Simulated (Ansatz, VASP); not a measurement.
## Two plane-wave programs on Ge

Contents of POSCAR:

```
Ge
1.0
    5.0656652744      0.0000000000      0.0000000000
   -2.5328326372      4.3869948147      0.0000000000
    0.0000000000      0.0000000000      2.8417912267
Ge
3
Direct
    1.0000000000      0.0000000000      0.0000000000
    0.3333333333      0.6666666667      0.5000000000
    0.6666666667      0.3333333333      0.5000000000
```

Contents of INCAR.step1:

```
SYSTEM = Ge
PREC     = Accurate       ! precision mode
ENCUT    = 520            ! plane-wave cutoff, eV
ISMEAR   = -1             ! smearing method
SIGMA    = 0.1            ! smearing width, eV
LREAL    = .False.        ! projectors in reciprocal space
LASPH    = .True.         ! aspherical terms in the spheres
NELM     = 60             ! most SCF steps
NBANDS   = 28             ! bands
GGA      = PE             ! functional
ALGO     = Normal         ! electronic algorithm
EDIFF    = 1E-4           ! SCF threshold, eV
LWAVE    = .True.         ! write WAVECAR
LCHARG   = .False.        ! write CHGCAR
```

Contents of INCAR.step2:

```
SYSTEM = Ge
PREC     = Accurate       ! precision mode
ENCUT    = 520            ! plane-wave cutoff, eV
EDIFF    = 1E-6           ! SCF threshold, eV
ISMEAR   = -1             ! smearing method
SIGMA    = 0.1            ! smearing width, eV
LREAL    = .False.        ! projectors in reciprocal space
LASPH    = .True.         ! aspherical terms in the spheres
NELM     = 60             ! most SCF steps
ALGO     = Normal         ! electronic algorithm
ISIF     = 2              ! what is computed and relaxed
LWAVE    = .False.        ! write WAVECAR
LCHARG   = .False.        ! write CHGCAR
METAGGA  = R2SCAN         ! meta-GGA
LMIXTAU  = .True.       
NBANDS   = 28             ! bands
ISTART   = 1
```

KPOINTS

```
Automatic mesh
0
Gamma
  9 9 13
  0 0 0
```

Input for Ansatz:

```yaml
crystal:
  lattice:
    - [5.0656652744, 0.0, 0.0]
    - [-2.5328326372, 4.3869948147, 0.0]
    - [0.0, 0.0, 2.8417912267]
  atoms:
    - { symbol: Ge, position: [1.0, 0.0, 0.0] }
    - { symbol: Ge, position: [0.3333333333, 0.6666666667, 0.5] }
    - { symbol: Ge, position: [0.6666666667, 0.3333333333, 0.5] }
hamiltonian:
  xc: r2scan
  pseudopotentials:
    kind: paw
    azcp:
      Ge: "pseudopotentials/Ge.paw.azcp"
basis:
  ecutwfc: 500
  fft_grid_basis: typed
kpoints:
  mp_grid: { grid: [9, 9, 13], shift: [0, 0, 0] }
magnetization:
  spin_polarized: false
scf:
  occupations: { method: fermi_dirac, width: 0.1 }
  lower_state_search: "off"
output:
  stress: true
```

Alike in both runs: task single point; functional r2SCAN; k mesh 9 × 9 × 13; occupations fermi-dirac, width 0.1 eV; no spin polarisation.

```csv
,VASP,Ansatz
version,VASP 6.6.1,Ansatz 0.2.0
potentials or method,"VASP PAW PBE potentials, release 64 (Ge_d), cutoff 520 eV","plane waves (500 eV) with PAW, scalar-relativistic"
valence electrons in the cell,42,42
```

```tsv
	VASP	Ansatz	Ansatz less VASP
pressure (GPa)	-6.3	-6.1	+0.12
traceless stress, the component that is largest in VASP (GPa)	1.77	1.79	+0.019
```

VASP's potentials were made for PBE, not for r2SCAN.
